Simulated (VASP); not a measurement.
# PdPt2Se6 (R-3) in VASP: single point with PBE

Aim: the single point of PdPt2Se6 with PBE.

Everything below comes from runs of VASP 6.6.1. Logs are shortened: lines on timing, memory, paths and dates and some standing lists are left out, and cuts for length are marked.

### Step 1. The cell of the first run

It takes space group R-3 (No. 148, trigonal). The conventional cell has a = 6.494 Å, b = 6.494 Å, c = 18.746 Å, α = 90.00°, β = 90.00°, γ = 120.00°. Within 3.3 Å of Pd (site symmetry -3) lie 6 Se at 2.53 Å. Pt (site symmetry 3) has 6 Se at 2.53 Å within 3.3 Å. Se (site symmetry 1) has 2 Pt at 2.53 Å and 1 Pd at 2.53 Å and 3 Se at 3.39 to 3.40 Å within 3.4 Å.

### Step 2. Single point, PBE

The input, INCAR:

```
SYSTEM = PdPt2Se6
PREC     = Accurate       ! precision mode
ENCUT    = 520            ! plane-wave cutoff, eV
EDIFF    = 1E-7           ! SCF threshold, eV
ISMEAR   = 0              ! smearing method
SIGMA    = 0.02           ! smearing width, eV
LREAL    = .FALSE.        ! projectors in reciprocal space
LASPH    = .TRUE.         ! aspherical terms in the spheres
NELM     = 60             ! most SCF steps
ALGO     = Normal         ! electronic algorithm
ISIF     = 2              ! what is computed and relaxed
LWAVE    = .FALSE.        ! write WAVECAR
LCHARG   = .FALSE.        ! write CHGCAR
GGA      = PE             ! functional
NBANDS   = 43             ! bands
```

The input, KPOINTS:

```
Automatic mesh
0
G
  6 6 6
  0 0 0
```

The input, POSCAR:

```
PdPt2Se6
1.0
    3.2471098807      1.8747197655      6.2487596916
   -3.2471098807      1.8747197655      6.2487596916
    0.0000000000     -3.7494395257      6.2487596932
Pd Pt Se
1 2 6
Direct
    0.0000000000      0.0000000000      0.0000000000
    0.3332812391      0.3332812391      0.3332812391
    0.6667187609      0.6667187609      0.6667187609
    0.0698761577      0.7360938773      0.4032278610
    0.4032278610      0.0698761577      0.7360938773
    0.7360938773      0.4032278610      0.0698761577
    0.2639061227      0.5967721390      0.9301238423
    0.5967721390      0.9301238423      0.2639061227
    0.9301238423      0.2639061227      0.5967721390
```

Potentials or basis: VASP PAW PBE potentials, release 64 (Pd, Pt, Se).

Launch:

```bash
$ cat potpaw_PBE.64/Pd/POTCAR potpaw_PBE.64/Pt/POTCAR potpaw_PBE.64/Se/POTCAR > POTCAR
$ mpirun -np 1 vasp_std > vasp.out
```

OUTCAR:

```text
SYSTEM = PdPt2Se6
   PREC = Accurate
   ENCUT = 520
   EDIFF = 1E-7
   ISMEAR = 0
   LREAL = .FALSE.
   LASPH = .TRUE.
   NELM = 60
   ISIF = 2
   GGA = PE

 ion  position               nearest neighbor table
   1  0.000  0.000  0.000-   6 2.53   7 2.53   5 2.53   8 2.53   4 2.53   9 2.53
   2  0.333  0.333  0.333-   4 2.53   6 2.53   5 2.53   8 2.53   9 2.53   7 2.53
   3  0.667  0.667  0.667-   9 2.53   7 2.53   8 2.53   5 2.53   4 2.53   6 2.53
   4  0.070  0.736  0.403-   2 2.53   3 2.53   1 2.53
   5  0.403  0.070  0.736-   2 2.53   3 2.53   1 2.53
   6  0.736  0.403  0.070-   2 2.53   3 2.53   1 2.53
   7  0.264  0.597  0.930-   3 2.53   2 2.53   1 2.53
   8  0.597  0.930  0.264-   3 2.53   2 2.53   1 2.53
   9  0.930  0.264  0.597-   3 2.53   2 2.53   1 2.53

  LATTYP: Found a trigonal (rhomboedric) cell.
 ALAT       =     7.2873379543
 COS(alpha) =     0.6029125651

  Lattice vectors:

 A1 = (   3.2471098807,   1.8747197655,   6.2487596916)
 A2 = (  -3.2471098807,   1.8747197655,   6.2487596916)
 A3 = (   0.0000000000,  -3.7494395257,   6.2487596932)

Analysis of symmetry for initial positions (statically):
=====================================================================
 Subroutine PRICEL returns:
 Original cell was already a primitive cell.

 Routine SETGRP: Setting up the symmetry group for a
 trigonal (rhombohedral) supercell.

 Subroutine GETGRP returns: Found  6 space group operations
 (whereof  6 operations were pure point group operations)
 out of a pool of 12 trial point group operations.

The static configuration has the point symmetry S_6 .

Analysis of symmetry for dynamics (positions and initial velocities):
=====================================================================
 Subroutine PRICEL returns:
 Original cell was already a primitive cell.

 Routine SETGRP: Setting up the symmetry group for a
 trigonal (rhombohedral) supercell.

 Subroutine GETGRP returns: Found  6 space group operations
 (whereof  6 operations were pure point group operations)
 out of a pool of 12 trial point group operations.

The dynamic configuration has the point symmetry S_6 .

 Subroutine INISYM returns: Found  6 space group operations
 (whereof  6 operations are pure point group operations),
 and found     1 'primitive' translations

----------------------------------------------------------------------------------------

                                     Primitive cell

  volume of cell :     228.2330

  direct lattice vectors                    reciprocal lattice vectors
     3.247109881  1.874719766  6.248759692     0.153983086  0.088902176  0.053343919
    -3.247109881  1.874719766  6.248759692    -0.153983086  0.088902176  0.053343919
     0.000000000 -3.749439526  6.248759693     0.000000000 -0.177804352  0.053343919

  length of vectors
     7.287337954  7.287337954  7.287337954     0.185633945  0.185633945  0.185633945

  position of ions in fractional coordinates (direct lattice)
     0.000000000  0.000000000  0.000000000
     0.333281239  0.333281239  0.333281239
     0.666718761  0.666718761  0.666718761
     0.069876158  0.736093877  0.403227861
     0.403227861  0.069876158  0.736093877
     0.736093877  0.403227861  0.069876158
     0.263906123  0.596772139  0.930123842
     0.596772139  0.930123842  0.263906123
     0.930123842  0.263906123  0.596772139

  ion indices of the primitive-cell ions
   primitive index   ion index
                 1           1
                 2           2
                 3           3
                 4           4
                 5           5
                 6           6
                 7           7
                 8           8
                 9           9

----------------------------------------------------------------------------------------

 KPOINTS: Automatic mesh

Automatic generation of k-mesh.
 Grid dimensions read from file:
 generate k-points for:    6    6    6

 Generating k-lattice:

  Cartesian coordinates                     Fractional coordinates (reciprocal lattice)
     0.025663848  0.014817029  0.008890653     0.166666667  0.000000000  0.000000000
    -0.025663848  0.014817029  0.008890653     0.000000000  0.166666667  0.000000000
     0.000000000 -0.029634059  0.008890653     0.000000000  0.000000000  0.166666667

  Length of vectors
     0.030938991  0.030938991  0.030938991

  Shift w.r.t. Gamma in fractional coordinates (k-lattice)
     0.000000000  0.000000000  0.000000000

 Subroutine IBZKPT returns following result:
 ===========================================

 Found     40 irreducible k-points:

 Following reciprocal coordinates:
            Coordinates               Weight
  0.000000  0.000000  0.000000      1.000000
  0.166667 -0.000000 -0.000000      6.000000
  0.333333 -0.000000 -0.000000      6.000000
  0.500000 -0.000000 -0.000000      3.000000
  0.166667  0.166667 -0.000000      6.000000
  0.333333  0.166667 -0.000000      6.000000
[... 16 lines left out ...]
  0.333333  0.333333  0.166667      6.000000
  0.500000  0.333333  0.166667      6.000000
 [... further k-points ...]
   k-points           NKPTS =     40   k-points in BZ     NKDIM =     40   number of bands    NBANDS=     43
   number of dos      NEDOS =    301   number of ions     NIONS =      9
   total plane-waves  NPLWV = 157464
   dimension x,y,z NGX =    54 NGY =   54 NGZ =   54
   dimension x,y,z NGXF=   108 NGYF=  108 NGZF=  108
   ions per type =               1   2   6
   NGX,Y,Z   is equivalent  to a cutoff of  12.32, 12.32, 12.32 a.u.
   NGXF,Y,Z  is equivalent  to a cutoff of  24.64, 24.64, 24.64 a.u.
 SYSTEM =  PdPt2Se6
   PREC   = accura    normal or accurate (medium, high low for compatibility)
   ISTART =      0    job   : 0-new  1-cont  2-samecut
   ICHARG =      2    charge: 1-file 2-atom 10-const
   ISPIN  =      1    spin polarized calculation?
   LNONCOLLINEAR =      F non collinear calculations
   LSORBIT =      F    spin-orbit coupling
   LASPH  =      T    aspherical Exc in radial PAW
   ENCUT  =  520.0 eV  38.22 Ry    6.18 a.u.  13.55 13.55 13.55*2*pi/ulx,y,z
   NELM   =     60;   NELMIN=  2; NELMDL= -5     # of ELM steps
   EDIFF  = 0.1E-06   stopping-criterion for ELM
   LREAL  =      F    real-space projection
   EDIFFG = 0.1E-05   stopping-criterion for IOM
   NSW    =      0    number of steps for IOM
   IBRION =     -1    ionic relax: 0-MD 1-quasi-New 2-CG
   NFREE  =      0    steps in history (QN), initial steepest desc. (CG)
   ISIF   =      2    stress and relaxation
   ISYM   =      2    0-nonsym 1-usesym 2-fastsym
   POTIM  = 0.5000    time-step for ionic-motion
   TEBEG  =    0.0;   TEEND  =   0.0 temperature during run
   PSTRESS=    0.0 pullay stress
   NELECT =      66.0000    total number of electrons
   NUPDOWN=      -1.0000    fix difference up-down
   EMIN   =  10.00;   EMAX   =-10.00  energy-range for DOS
   EFERMI =   0.00;   METHOD = LEGACY
   ISMEAR =     0;   SIGMA  =   0.02  broadening in eV -4-tet -1-fermi 0-gaus
   EFERMI_NEDOS =   21; number of points for ismear=-14 and -15
   IALGO  =     38    algorithm
   IMIX   =      4    mixing-type and parameters
     AMIX     =   0.40;   BMIX     =  1.00
     AMIX_MAG =   1.60;   BMIX_MAG =  1.00
  volume/ion in A,a.u.               =      25.36       171.13
  Fermi-wavevector in a.u.,A,eV,Ry     =   1.082588  2.045795 15.945994  1.171997
  Thomas-Fermi vector in A             =   2.218633
   LORBIT       =      0    0 simple, 1 ext, 2 COOP (PROOUT), +10 PAW based schemes
   GGA     = PE    functional components
   LHFCALC =     F    Hartree Fock is set to
   AEXX    =    0.0000 exact exchange contribution
   IVDW    =     0    specifies the selected vdW correction
   LEPSILON=     F    determine dielectric tensor
   LRPA    =     F    only Hartree local field effects (RPA)
 non-spin polarized calculation
 Gauss-broadening in eV      SIGMA  =   0.02
  energy-cutoff  :      520.00
  volume of cell :      228.23
 maximum number of plane-waves:      6171
   NGX = 27   NGY = 27   NGZ = 27

 number of electron      65.9999996 magnetization

 Free energy of the ion-electron system (eV)
  ---------------------------------------------------
  ext. energy  EPLUGINS =         0.00000000
  ---------------------------------------------------
  free energy    TOTEN  =       -41.59077671 eV

  energy without entropy =      -41.59077671  energy(sigma->0) =      -41.59077671

 E-fermi :   3.5928     XC(G=0):  -9.2266

 val. band max:        3.4563503740   @ k =  -0.1667   0.1667   0.1667
 cond. band min:       4.0083823574   @ k =   0.5000   0.3333  -0.0000
 fundamental gap:      0.5520319834
 Fermi energy:         3.5928254747

 k-point     1 :       0.0000    0.0000    0.0000
  band No.  band energies     occupation
      1     -10.7656      2.00000
      2      -9.2053      2.00000
      3      -9.2053      2.00000
      4      -9.1656      2.00000
      5      -9.1656      2.00000
      6      -8.9753      2.00000
[... 35 lines left out ...]
     42       9.3665      0.00000
     43      10.0020      0.00000

 k-point     2 :       0.1667   -0.0000   -0.0000
  band No.  band energies     occupation
      1     -10.6720      2.00000
      2      -9.3013      2.00000
      3      -9.2285      2.00000
      4      -9.2028      2.00000
      5      -9.1541      2.00000
      6      -8.9871      2.00000
[... 35 lines left out ...]
     42       9.1745      0.00000
     43       9.6748      0.00000

 k-point     3 :       0.3333   -0.0000   -0.0000
  band No.  band energies     occupation
      1     -10.4082      2.00000
      2      -9.6036      2.00000
      3      -9.3153      2.00000
      4      -9.2044      2.00000
      5      -9.1235      2.00000
      6      -9.0182      2.00000
[... 35 lines left out ...]
     42       9.5550      0.00000
     43       9.7861      0.00000

 k-point     4 :       0.5000   -0.0000   -0.0000
  band No.  band energies     occupation
      1     -10.0782      2.00000
      2      -9.9581      2.00000
      3      -9.3540      2.00000
      4      -9.2050      2.00000
      5      -9.0959      2.00000
      6      -9.0459      2.00000
[... 863 lines left out ...]
     42       9.7825      0.00000
     43       9.9596      0.00000

 k-point    23 :       0.3333    0.3333    0.1667
  band No.  band energies     occupation
      1     -10.6317      2.00000
      2      -9.2925      2.00000
      3      -9.2224      2.00000
      4      -9.2127      2.00000
      5      -9.1634      2.00000
      6      -9.0655      2.00000
[... 35 lines left out ...]
     42       9.2876      0.00000
     43       9.8982      0.00000

 k-point    24 :       0.5000    0.3333    0.1667
  band No.  band energies     occupation
      1     -10.4468      2.00000
      2      -9.4317      2.00000
      3      -9.3935      2.00000
      4      -9.1775      2.00000
      5      -9.1467      2.00000
      6      -9.0873      2.00000
[... 35 lines left out ...]
     42       9.5016      0.00000
     43       9.8141      0.00000

 [... further k-points ...]
[... 5 lines left out ...]
  --------------------------------------------------------------------------------------
  -------------------------------------------------------------------------------------
  Total       -0.0363712     -0.0363712     -0.0113497      0.0000000      0.0000000      0.0000000
  in kB       -0.2553229     -0.2553229     -0.0796742      0.0000003      0.0000000      0.0000000
  external PRESSURE =      -0.1967734 kB  Pullay stress =       0.0000000 kB

 VOLUME and BASIS-vectors are now :
 -----------------------------------------------------------------------------
  energy-cutoff  :      520.00
  volume of cell :      228.23
      direct lattice vectors                 reciprocal lattice vectors
     3.247109881  1.874719766  6.248759692     0.153983086  0.088902176  0.053343919
    -3.247109881  1.874719766  6.248759692    -0.153983086  0.088902176  0.053343919
     0.000000000 -3.749439526  6.248759693     0.000000000 -0.177804352  0.053343919

 POSITION                                       TOTAL-FORCE (eV/Angst)
 -----------------------------------------------------------------------------------
      0.00000      0.00000      0.00000        -0.000000     -0.000000      0.000000
      0.00000      0.00000      6.24778         0.000000     -0.000000     -0.000183
      0.00000      0.00000     12.49850         0.000000      0.000000      0.000183
     -2.16328     -0.00091      7.55599         0.001366     -0.002110     -0.001335
      1.08243     -1.87300      7.55599         0.001145      0.002238     -0.001335
      1.08085      1.87391      7.55599        -0.002510     -0.000128     -0.001335
     -1.08085     -1.87391     11.19029         0.002510      0.000128      0.001335
     -1.08243      1.87300     11.19029        -0.001145     -0.002238      0.001335
      2.16328      0.00091     11.19029        -0.001366      0.002110      0.001335
 -----------------------------------------------------------------------------------
    total drift:                                0.000000      0.000000     -0.000000

  FREE ENERGIE OF THE ION-ELECTRON SYSTEM (eV)
  ---------------------------------------------------
  free  energy   TOTEN  =       -41.5907767090 eV

  energy  without entropy=      -41.5907767090  energy(sigma->0) =      -41.59077671
```

Wall time 18 min (1 thread of Intel Xeon Platinum 8488C (Sapphire Rapids), shared host); peak memory 0.62 GiB.

Results:

- Free energy: -41.5908 eV
- Pressure: 0.0 GPa
- Band gap on the k mesh: 0.55 eV (least direct gap 0.78 eV)

Forces on the atoms (eV/Å):
```
Pd   0.000  0.000  0.000
Pt   0.000  0.000  0.000
Pt   0.000  0.000  0.000
Se   0.001 -0.002 -0.001
Se   0.001  0.002 -0.001
Se  -0.003  0.000 -0.001
Se   0.003  0.000  0.001
Se  -0.001 -0.002  0.001
Se  -0.001  0.002  0.001
```

Caveat: spin-orbit coupling is left out, which moves the levels of the heavy elements.
